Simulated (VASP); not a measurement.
# PtS2 in VASP: single point with PBE+D3(BJ)

Aim: the single point of PtS2 with PBE+D3(BJ).

Everything below comes from runs of VASP 6.6.1. Logs are shortened: lines on timing, memory, paths and dates and some standing lists are left out, and cuts for length are marked.

## (1) The cell of the first run

The cell holds a slab with vacuum, 6 atoms: a = 3.542 Å, b = 3.542 Å, c = 22.467 Å, α = 90.00°, β = 90.00°, γ = 120.00°.

## (2) Single point, PBE+D3(BJ) (layers slid over each other)

The input, INCAR:

```
SYSTEM = PtS2
  PREC = Accurate
  ENCUT = 520
  EDIFF = 1E-7
  ISMEAR = 0
  SIGMA = 0.05
  LREAL = .FALSE.
  LASPH = .TRUE.
  NELM = 80
  ALGO = Normal
  ISIF = 2
  LWAVE = .FALSE.
  LCHARG = .TRUE.
  LDIPOL = .TRUE.
  IDIPOL = 3
  DIPOL = 0.5 0.5 0.392
  GGA = PE
  IVDW = 12
  LELF = .TRUE.
  LVHAR = .TRUE.
  LVACPOTAV = .TRUE.
  NBANDS = 31
```

The input, KPOINTS:

```
regular mesh
0
G
  9 9 1
  0 0 0
```

The input, POSCAR:

```
PtS2
1.0
    3.5415269801      0.0000000000      0.0000000000
   -1.7707634901      3.0670523330      0.0000000000
    0.0000000000      0.0000000000     22.4670671688
S Pt
4 2
Direct
    0.6666666667      0.3333333333      0.2002931654
    0.3333333333      0.6666666667      0.3108342327
    0.6666666667      1.3333333333      0.4728491487
    1.0000000000      1.0000000000      0.5833902160
    0.0000000000      0.0000000000      0.2555636990
    1.3333333333      1.6666666667      0.5281196824
```

Potentials or basis: VASP PAW PBE potentials, release 64 (S, Pt).

Launch:

```
$ cat potpaw_PBE.64/S/POTCAR potpaw_PBE.64/Pt/POTCAR > POTCAR
$ mpirun -np 1 vasp_std > vasp.out
```

OUTCAR:

```text
SYSTEM = PtS2
   PREC = Accurate
   ENCUT = 520
   EDIFF = 1E-7
   ISMEAR = 0
   LREAL = .FALSE.
   LASPH = .TRUE.
   NELM = 80
   ISIF = 2
   GGA = PE
   IVDW = 12
 IVDW          = 12

 ion  position               nearest neighbor table
   1  0.667  0.333  0.200-   5 2.39   5 2.39   5 2.39
   2  0.333  0.667  0.311-   5 2.39   5 2.39   5 2.39
   3  0.667  0.333  0.473-   6 2.39   6 2.39   6 2.39
   4  0.000  0.000  0.583-   6 2.39   6 2.39   6 2.39
   5  0.000  0.000  0.256-   1 2.39   1 2.39   1 2.39   2 2.39   2 2.39   2 2.39
   6  0.333  0.667  0.528-   4 2.39   4 2.39   4 2.39   3 2.39   3 2.39   3 2.39

  LATTYP: Found a hexagonal cell.
 ALAT       =     3.5415269801
 C/A-ratio  =     6.3438927036

  Lattice vectors:

 A1 = (   3.5415269801,   0.0000000000,   0.0000000000)
 A2 = (  -1.7707634901,   3.0670523330,   0.0000000000)
 A3 = (   0.0000000000,   0.0000000000,  22.4670671688)

Analysis of symmetry for initial positions (statically):
=====================================================================
 Subroutine PRICEL returns:
 Original cell was already a primitive cell.

 Routine SETGRP: Setting up the symmetry group for a
 hexagonal supercell.

 Subroutine GETGRP returns: Found  6 space group operations
 (whereof  6 operations were pure point group operations)
 out of a pool of 24 trial point group operations.

The static configuration has the point symmetry C_3v.

Analysis of symmetry for dynamics (positions and initial velocities):
=====================================================================
 Subroutine PRICEL returns:
 Original cell was already a primitive cell.

 Routine SETGRP: Setting up the symmetry group for a
 hexagonal supercell.

 Subroutine GETGRP returns: Found  6 space group operations
 (whereof  6 operations were pure point group operations)
 out of a pool of 24 trial point group operations.

The dynamic configuration has the point symmetry C_3v.

 Subroutine INISYM returns: Found  6 space group operations
 (whereof  6 operations are pure point group operations),
 and found     1 'primitive' translations

----------------------------------------------------------------------------------------

                                     Primitive cell

  volume of cell :     244.0384

  direct lattice vectors                    reciprocal lattice vectors
     3.541526980  0.000000000  0.000000000     0.282364078  0.163022976  0.000000000
    -1.770763490  3.067052333  0.000000000     0.000000000  0.326045953  0.000000000
     0.000000000  0.000000000 22.467067169     0.000000000  0.000000000  0.044509592

  length of vectors
     3.541526980  3.541526980 22.467067169     0.326045953  0.326045953  0.044509592

  position of ions in fractional coordinates (direct lattice)
     0.666666667  0.333333333  0.200293165
     0.333333333  0.666666667  0.310834233
     0.666666667  0.333333333  0.472849149
     0.000000000  0.000000000  0.583390216
     0.000000000  0.000000000  0.255563699
     0.333333333  0.666666667  0.528119682

  ion indices of the primitive-cell ions
   primitive index   ion index
                 1           1
                 2           2
                 3           3
                 4           4
                 5           5
                 6           6

----------------------------------------------------------------------------------------

 KPOINTS: regular mesh

Automatic generation of k-mesh.
 Grid dimensions read from file:
 generate k-points for:    9    9    1

 Generating k-lattice:

  Cartesian coordinates                     Fractional coordinates (reciprocal lattice)
     0.031373786  0.018113664  0.000000000     0.111111111  0.000000000  0.000000000
     0.000000000  0.036227328  0.000000000     0.000000000  0.111111111  0.000000000
     0.000000000  0.000000000  0.044509592     0.000000000  0.000000000  1.000000000

  Length of vectors
     0.036227328  0.036227328  0.044509592

  Shift w.r.t. Gamma in fractional coordinates (k-lattice)
     0.000000000  0.000000000  0.000000000

 Subroutine IBZKPT returns following result:
 ===========================================

 Found     12 irreducible k-points:

 Following reciprocal coordinates:
            Coordinates               Weight
  0.000000  0.000000  0.000000      1.000000
  0.111111  0.000000  0.000000      6.000000
  0.222222  0.000000  0.000000      6.000000
  0.333333  0.000000  0.000000      6.000000
  0.444444  0.000000  0.000000      6.000000
  0.111111  0.111111  0.000000      6.000000
  0.222222  0.111111  0.000000     12.000000
  0.333333  0.111111  0.000000     12.000000
  0.444444  0.111111  0.000000      6.000000
  0.222222  0.222222  0.000000      6.000000
  0.333333  0.222222  0.000000     12.000000
  0.333333  0.333333  0.000000      2.000000
   k-points           NKPTS =     12   k-points in BZ     NKDIM =     12   number of bands    NBANDS=     31
   number of dos      NEDOS =    301   number of ions     NIONS =      6
   total plane-waves  NPLWV = 131712
   dimension x,y,z NGX =    28 NGY =   28 NGZ =  168
   dimension x,y,z NGXF=    56 NGYF=   56 NGZF=  336
   ions per type =               4   2
   NGX,Y,Z   is equivalent  to a cutoff of  13.14, 13.14, 12.43 a.u.
   NGXF,Y,Z  is equivalent  to a cutoff of  26.29, 26.29, 24.86 a.u.
 SYSTEM =  PtS2
   PREC   = accura    normal or accurate (medium, high low for compatibility)
   ISTART =      0    job   : 0-new  1-cont  2-samecut
   ICHARG =      2    charge: 1-file 2-atom 10-const
   ISPIN  =      1    spin polarized calculation?
   LNONCOLLINEAR =      F non collinear calculations
   LSORBIT =      F    spin-orbit coupling
   LASPH  =      T    aspherical Exc in radial PAW
   ENCUT  =  520.0 eV  38.22 Ry    6.18 a.u.   6.58  6.58 41.77*2*pi/ulx,y,z
   NELM   =     80;   NELMIN=  2; NELMDL= -5     # of ELM steps
   EDIFF  = 0.1E-06   stopping-criterion for ELM
   LREAL  =      F    real-space projection
   EDIFFG = 0.1E-05   stopping-criterion for IOM
   NSW    =      0    number of steps for IOM
   IBRION =     -1    ionic relax: 0-MD 1-quasi-New 2-CG
   NFREE  =      0    steps in history (QN), initial steepest desc. (CG)
   ISIF   =      2    stress and relaxation
   ISYM   =      2    0-nonsym 1-usesym 2-fastsym
   POTIM  = 0.5000    time-step for ionic-motion
   TEBEG  =    0.0;   TEEND  =   0.0 temperature during run
   PSTRESS=    0.0 pullay stress
   NELECT =      44.0000    total number of electrons
   NUPDOWN=      -1.0000    fix difference up-down
   EMIN   =  10.00;   EMAX   =-10.00  energy-range for DOS
   EFERMI =   0.00;   METHOD = LEGACY
   ISMEAR =     0;   SIGMA  =   0.05  broadening in eV -4-tet -1-fermi 0-gaus
   EFERMI_NEDOS =   21; number of points for ismear=-14 and -15
   IALGO  =     38    algorithm
   IMIX   =      4    mixing-type and parameters
     AMIX     =   0.40;   BMIX     =  1.00
     AMIX_MAG =   1.60;   BMIX_MAG =  1.00
  volume/ion in A,a.u.               =      40.67       274.48
  Fermi-wavevector in a.u.,A,eV,Ry     =   0.924854  1.747720 11.637801  0.855354
  Thomas-Fermi vector in A             =   2.050645
   LORBIT       =      0    0 simple, 1 ext, 2 COOP (PROOUT), +10 PAW based schemes
   GGA     = PE    functional components
   LHFCALC =     F    Hartree Fock is set to
   AEXX    =    0.0000 exact exchange contribution
   IVDW    =    12    specifies the selected vdW correction
   LEPSILON=     F    determine dielectric tensor
   LRPA    =     F    only Hartree local field effects (RPA)
 non-spin polarized calculation
 Gauss-broadening in eV      SIGMA  =   0.05
  energy-cutoff  :      520.00
  volume of cell :      244.04
 maximum number of plane-waves:      6671
 NGX is ok and might be reduce to    28
   NGX = 13   NGY = 13   NGZ = 83

 number of electron      44.0000001 magnetization

 dipolmoment           0.000000      0.000000     -0.001342 electrons x Angstroem

 Free energy of the ion-electron system (eV)
  ---------------------------------------------------
  ext. energy  EPLUGINS =         0.00000000
  ---------------------------------------------------
  free energy    TOTEN  =       -30.91077216 eV

  energy without entropy =      -30.91077216  energy(sigma->0) =      -30.91077216

 E-fermi :  -0.4138     XC(G=0):  -5.4774

 val. band max:       -0.6879694450   @ k =   0.1111   0.1111   0.0000
 cond. band min:       0.8761715904   @ k =   0.2222   0.0000   0.0000
 fundamental gap:      1.5641410355
 Fermi energy:        -0.4137692098

 k-point     1 :       0.0000    0.0000    0.0000
  band No.  band energies     occupation
      1     -14.9035      2.00000
      2     -14.8703      2.00000
      3     -12.7201      2.00000
      4     -12.6534      2.00000
      5      -6.3988      2.00000
      6      -6.3988      2.00000
[... 23 lines left out ...]
     30       5.3268      0.00000
     31       5.5582      0.00000

 k-point     2 :       0.1111    0.0000    0.0000
  band No.  band energies     occupation
      1     -14.7492      2.00000
      2     -14.7161      2.00000
      3     -12.7492      2.00000
      4     -12.6883      2.00000
      5      -6.3958      2.00000
      6      -6.3658      2.00000
[... 23 lines left out ...]
     30       5.9593      0.00000
     31       6.0007      0.00000

 k-point     3 :       0.2222    0.0000    0.0000
  band No.  band energies     occupation
      1     -14.3214      2.00000
      2     -14.2890      2.00000
      3     -12.8241      2.00000
      4     -12.7766      2.00000
      5      -6.3416      2.00000
      6      -6.2762      2.00000
[... 23 lines left out ...]
     30       5.9333      0.00000
     31       6.6885      0.00000

 k-point     4 :       0.3333    0.0000    0.0000
  band No.  band energies     occupation
      1     -13.7504      2.00000
      2     -13.7204      2.00000
      3     -12.9024      2.00000
      4     -12.8686      2.00000
      5      -6.4934      2.00000
      6      -6.4578      2.00000
[... 23 lines left out ...]
     30       6.6049      0.00000
     31       6.8993      0.00000

 k-point     5 :       0.4444    0.0000    0.0000
  band No.  band energies     occupation
      1     -13.3333      2.00000
      2     -13.3085      2.00000
      3     -12.9094      2.00000
      4     -12.8837      2.00000
      5      -7.1301      2.00000
      6      -7.1044      2.00000
[... 23 lines left out ...]
     30       6.1463      0.00000
     31       7.5488      0.00000

 k-point     6 :       0.1111    0.1111    0.0000
  band No.  band energies     occupation
      1     -14.4572      2.00000
      2     -14.4244      2.00000
      3     -12.8015      2.00000
      4     -12.7501      2.00000
      5      -6.3482      2.00000
      6      -6.2940      2.00000
[... 23 lines left out ...]
     30       6.5528      0.00000
     31       6.7654      0.00000

 k-point     7 :       0.2222    0.1111    0.0000
  band No.  band energies     occupation
      1     -13.9487      2.00000
      2     -13.9174      2.00000
      3     -12.8813      2.00000
      4     -12.8432      2.00000
      5      -6.2427      2.00000
      6      -6.1775      2.00000
[... 23 lines left out ...]
     30       6.3750      0.00000
     31       7.1513      0.00000

 k-point     8 :       0.3333    0.1111    0.0000
  band No.  band energies     occupation
      1     -13.4234      2.00000
      2     -13.3963      2.00000
      3     -12.9330      2.00000
      4     -12.9054      2.00000
      5      -6.7299      2.00000
      6      -6.7052      2.00000
[... 23 lines left out ...]
     30       6.8987      0.00000
     31       7.3117      0.00000

 k-point     9 :       0.4444    0.1111    0.0000
  band No.  band energies     occupation
      1     -13.2194      2.00000
      2     -13.1963      2.00000
      3     -12.9097      2.00000
      4     -12.8860      2.00000
      5      -7.0991      2.00000
      6      -7.0742      2.00000
[... 23 lines left out ...]
     30       6.6286      0.00000
     31       7.8536      0.00000

 k-point    10 :       0.2222    0.2222    0.0000
  band No.  band energies     occupation
      1     -13.4592      2.00000
      2     -13.4311      2.00000
      3     -12.9445      2.00000
      4     -12.9162      2.00000
      5      -6.3397      2.00000
      6      -6.3172      2.00000
[... 23 lines left out ...]
     30       6.8842      0.00000
     31       7.4318      0.00000

 k-point    11 :       0.3333    0.2222    0.0000
  band No.  band energies     occupation
      1     -13.1089      2.00000
      2     -13.0858      2.00000
      3     -12.9585      2.00000
      4     -12.9360      2.00000
      5      -6.6506      2.00000
      6      -6.6278      2.00000
[... 23 lines left out ...]
     30       7.5395      0.00000
     31       7.9331      0.00000

 k-point    12 :       0.3333    0.3333    0.0000
  band No.  band energies     occupation
      1     -12.9757      2.00000
      2     -12.9693      2.00000
      3     -12.9552      2.00000
      4     -12.9482      2.00000
      5      -6.2246      2.00000
      6      -6.2051      2.00000
[... 23 lines left out ...]
     30       7.8895      0.00000
     31       8.0150      0.00000

------------------------ aborting loop because EDIFF is reached ----------------------------------------

 Edisp (eV)   -1.86026

 E8    (eV) :    -0.7716

  FORCE on cell =-STRESS in cart. coord.  units (eV):
  Direction    XX          YY          ZZ          XY          YZ          ZX
  --------------------------------------------------------------------------------------
  -------------------------------------------------------------------------------------
  Total      -0.51192    -0.51192    -0.93278     0.00000    -0.00000    -0.00000
  in kB      -3.36091    -3.36091    -6.12398     0.00000    -0.00000    -0.00000
  external pressure =       -4.28 kB  Pullay stress =        0.00 kB

 VOLUME and BASIS-vectors are now :
 -----------------------------------------------------------------------------
  energy-cutoff  :      520.00
  volume of cell :      244.04
      direct lattice vectors                 reciprocal lattice vectors
     3.541526980  0.000000000  0.000000000     0.282364078  0.163022976  0.000000000
    -1.770763490  3.067052333  0.000000000     0.000000000  0.326045953  0.000000000
     0.000000000  0.000000000 22.467067169     0.000000000  0.000000000  0.044509592

 POSITION                                       TOTAL-FORCE (eV/Angst)
 -----------------------------------------------------------------------------------
      1.77076      1.02235      4.50000         0.000000     -0.000000      0.041648
     -0.00000      2.04470      6.98353         0.000000      0.000000      0.025933
      1.77076      1.02235     10.62353         0.000000      0.000000     -0.030572
      0.00000      0.00000     13.10707        -0.000000     -0.000000     -0.043687
      0.00000      0.00000      5.74177        -0.000000     -0.000000      0.066833
     -0.00000      2.04470     11.86530        -0.000000     -0.000000     -0.060154
 -----------------------------------------------------------------------------------
    total drift:                                0.000000     -0.000000     -0.000102

  FREE ENERGIE OF THE ION-ELECTRON SYSTEM (eV)
  ---------------------------------------------------
  free  energy   TOTEN  =       -32.7710336852 eV

  energy  without entropy=      -32.7710336852  energy(sigma->0) =      -32.77103369

 vacuum level on the upper side and lower side of the slab         5.472         5.494
```

Run time: 4.3 min. Hardware: 1 thread of Intel Xeon 8259CL, shared host; peak memory 0.39 GiB.

Results:

```yaml
Free_energy: -32.7710 eV
Largest_force: 0.067 eV/Å
Band_gap_on_the_k_mesh: 1.56 eV (least direct gap 1.67 eV)
Dispersion_energy_per_atom: -0.310 eV
```

Forces in eV/Å, atoms in the order of the input:
```
S    0.000  0.000  0.042
S    0.000  0.000  0.026
S    0.000  0.000 -0.031
S    0.000  0.000 -0.044
Pt   0.000  0.000  0.067
Pt   0.000  0.000 -0.060
```

Caveat: the cell differs from its parent crystal (layers slid over each other); spin-orbit coupling is left out, which moves the levels of the heavy elements.
